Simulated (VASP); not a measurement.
The system is MgCd3O4.

```
CELL_PARAMETERS angstrom
9.14306 0.00000 0.00000
0.00000 9.14306 0.00000
0.00000 0.00000 9.14306
ATOMIC_POSITIONS crystal
O 0.24817 0.00207 0.00062
O 0.24922 0.99981 0.50074
O 0.25176 0.49860 0.00270
O 0.24534 0.50392 0.49658
O 0.75129 0.00225 0.00195
O 0.74828 0.99688 0.50195
O 0.74582 0.49665 0.99963
O 0.74776 0.50073 0.49838
O 0.00287 0.25343 0.99942
O 0.99942 0.25098 0.49852
O 0.00291 0.75066 0.99623
O 0.00111 0.75025 0.50349
O 0.50402 0.24876 0.99418
O 0.50140 0.25069 0.50088
O 0.50253 0.75062 0.99961
O 0.50089 0.74875 0.50089
O 0.00119 0.99948 0.24944
O 0.99819 0.99709 0.75060
O 0.99710 0.49459 0.25122
O 0.00336 0.49853 0.75159
O 0.50123 0.99850 0.24607
O 0.49992 0.99617 0.74634
O 0.49972 0.49959 0.25347
O 0.49563 0.49970 0.75312
O 0.24700 0.25189 0.24612
O 0.24912 0.24772 0.75092
O 0.25082 0.74678 0.24920
O 0.24682 0.74961 0.74678
O 0.75040 0.24420 0.25223
O 0.75221 0.25172 0.74993
O 0.74760 0.75073 0.25161
O 0.75070 0.75128 0.74715
Mg 0.99993 0.00212 0.00370
Mg 0.24963 0.74929 0.00028
Mg 0.24745 0.74970 0.50302
Mg 0.74854 0.75045 0.50085
Mg 0.24823 0.50089 0.24826
Mg 0.74703 0.00073 0.25288
Mg 0.50109 0.24954 0.24982
Mg 0.50220 0.75194 0.75267
Cd 0.00293 0.00061 0.50019
Cd 0.00033 0.49629 0.99930
Cd 0.99832 0.50307 0.49682
Cd 0.49745 0.00027 0.00182
Cd 0.49841 0.99928 0.49738
Cd 0.49935 0.50168 0.00166
Cd 0.50096 0.49859 0.50331
Cd 0.24903 0.25033 0.99921
Cd 0.25275 0.25020 0.49770
Cd 0.75221 0.24586 0.00227
Cd 0.75200 0.25448 0.50140
Cd 0.74792 0.74689 0.99981
Cd 0.25159 0.00132 0.24916
Cd 0.25307 0.00090 0.75115
Cd 0.25132 0.50001 0.75074
Cd 0.75116 0.00168 0.75146
Cd 0.75155 0.49903 0.25067
Cd 0.75410 0.49920 0.74844
Cd 0.99843 0.25003 0.25401
Cd 0.99584 0.25125 0.74700
Cd 0.00034 0.74656 0.25464
Cd 0.99600 0.75040 0.75236
Cd 0.50163 0.24596 0.74991
Cd 0.49740 0.74867 0.25137
```

- Program: VASP 6.6.1
- Task: relaxation of volume and atoms at fixed shape
- Functional: PBEsol
- Potentials or basis: VASP PAW PBE potentials, release 64 (O, Mg, Cd)
- Cutoff: 600 eV
- k mesh: 1 × 1 × 1, shifted
- Occupations: fermi-dirac, width 0.05 eV
- Spin: no spin polarisation

At the start: pressure 5.6 GPa; volume 11.94 Å³/atom.

Problem. How do energy, volume and symmetry change on relaxing?

Solution. Over 16 steps the energy falls by 52.1 meV/atom and the volume is 12.19 Å³/atom (+2.1 %); space group P1 (No. 1, to 0.1 Å) before and after.

Step by step:
| step | energy change (eV) | largest force (eV/Å) | pressure (GPa) | volume (Å³) |
| --- | --- | --- | --- | --- |
| 1 | 0.0000 | 1.7462 | 5.61 | 764.32 |
| 2 | -1.9449 | 0.7463 | -4.53 | 811.54 |
| 3 | -1.9549 | 0.8046 | -3.92 | 807.98 |
| 4 | -2.9618 | 0.4689 | -1.22 | 788.66 |
| 5 | -3.1321 | 0.4052 | 0.72 | 777.10 |
| 6 | -3.2681 | 0.2516 | 0.07 | 780.13 |
| 7 | -3.2919 | 0.1819 | -0.29 | 782.01 |
| 8 | -3.3149 | 0.0944 | 0.25 | 779.31 |
| 9 | -3.3164 | 0.0773 | 0.45 | 778.31 |
| 10 | -3.3257 | 0.0685 | -0.19 | 781.73 |
| 11 | -3.3259 | 0.0672 | -0.11 | 781.32 |
| 12 | -3.3300 | 0.0478 | -0.04 | 780.90 |
| 13 | -3.3311 | 0.0506 | 0.03 | 780.52 |
| 14 | -3.3329 | 0.0352 | -0.01 | 780.72 |
| 15 | -3.3332 | 0.0329 | -0.03 | 780.83 |
| 16 | -3.3341 | 0.0179 | 0.04 | 780.44 |

Final structure:
```
O Mg Cd
1.0
     9.20690    0.00000    0.00000
     0.00000    9.20690    0.00000
     0.00000    0.00000    9.20690
O Mg Cd
32 8 24
Direct
  0.23603 0.98329 0.00396
  0.24777 0.98025 0.49671
  0.24833 0.51717 0.01457
  0.24957 0.51710 0.48532
  0.76418 0.99527 0.01529
  0.75173 0.98415 0.48603
  0.75299 0.50375 0.00370
  0.75096 0.51961 0.49688
  0.00223 0.23303 0.00059
  0.00034 0.24771 0.50062
  0.01426 0.76202 0.99903
  0.00420 0.75073 0.50253
  0.49891 0.24837 0.01163
  0.49957 0.24929 0.48819
  0.48488 0.75112 0.98556
  0.49640 0.75042 0.51233
  0.98638 0.00112 0.23737
  0.99792 0.99971 0.76769
  0.01370 0.49653 0.24912
  0.00028 0.49852 0.75264
  0.51213 0.01374 0.24837
  0.50080 0.98923 0.75197
  0.48938 0.48547 0.24930
  0.49968 0.51092 0.75102
  0.26458 0.26222 0.25066
  0.25379 0.25155 0.74861
  0.25406 0.73810 0.25152
  0.26320 0.74846 0.74422
  0.73557 0.23857 0.25188
  0.74618 0.24941 0.74782
  0.74522 0.76146 0.26429
  0.73367 0.75107 0.73492
  0.00038 0.99525 0.00420
  0.25012 0.75003 0.00275
  0.25393 0.74732 0.50032
  0.74320 0.75298 0.49997
  0.25360 0.50354 0.25028
  0.74950 0.99874 0.25039
  0.49985 0.24946 0.24969
  0.49627 0.75020 0.74730
  0.99866 0.99651 0.49822
  0.00346 0.50191 0.00221
  0.00148 0.50273 0.49886
  0.49951 0.99767 0.00204
  0.50055 0.99774 0.49854
  0.49708 0.50140 0.00156
  0.49865 0.50203 0.49862
  0.24978 0.24963 0.00346
  0.25116 0.25290 0.49652
  0.75067 0.24584 0.00320
  0.74858 0.24713 0.49696
  0.74839 0.75256 0.99943
  0.25032 0.99848 0.24924
  0.24916 0.99543 0.75177
  0.25119 0.50441 0.75041
  0.75021 0.99642 0.75038
  0.74782 0.49960 0.25209
  0.74866 0.50346 0.74828
  0.00029 0.24792 0.24875
  0.00003 0.24770 0.75219
  0.00059 0.75060 0.25074
  0.00130 0.75113 0.75047
  0.49993 0.24967 0.75045
  0.49878 0.75004 0.25117
```

Caveat: the k points lie up to 0.68 Å⁻¹ apart in the final cell; the PAW data sets were made with another functional, which shifts forces and pressure a little.
